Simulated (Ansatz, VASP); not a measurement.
# One calculation of SnSe2, two programs

```
Sn Se
1.0
     3.93600    0.00000    0.00000
    -1.96800    3.40868    0.00000
     0.00000    0.00000    4.71180
Sn Se
1 2
Direct
  0.00000 0.00000 0.00000
  0.33333 0.66667 0.26513
  0.66667 0.33333 0.73487
```

Alike in both runs: task single point; functional PBE; dispersion D3(BJ); k mesh 12 × 12 × 6; occupations gaussian, width 0.03 eV; no spin polarisation.

```csv
,VASP,Ansatz
version,VASP 6.6.1,Ansatz 0.2.0
potentials or method,"VASP PAW PBE potentials, release 64 (Sn_d, Se), cutoff 500 eV","scalar-relativistic, plane waves, PAW"
valence electrons in the cell,26,46
```

```tsv
	VASP	Ansatz	Ansatz less VASP
gap on the k mesh at the Fermi level (eV)	none	none	-
pressure (GPa)	18.6	18.4	-0.16
traceless stress, the component that is largest in VASP (GPa)	2.19	2.27	+0.077
rms of the force components (eV/Å)	1.142	1.133	-0.0086
```

Atom by atom the forces differ by 0.009 eV/Å (rms over components). A gap of «none» marks a metal or a gap that the smearing closes. VASP's potentials hold 26 valence electrons a cell and Ansatz's 46, so a difference there can come from the potentials and not from the codes.
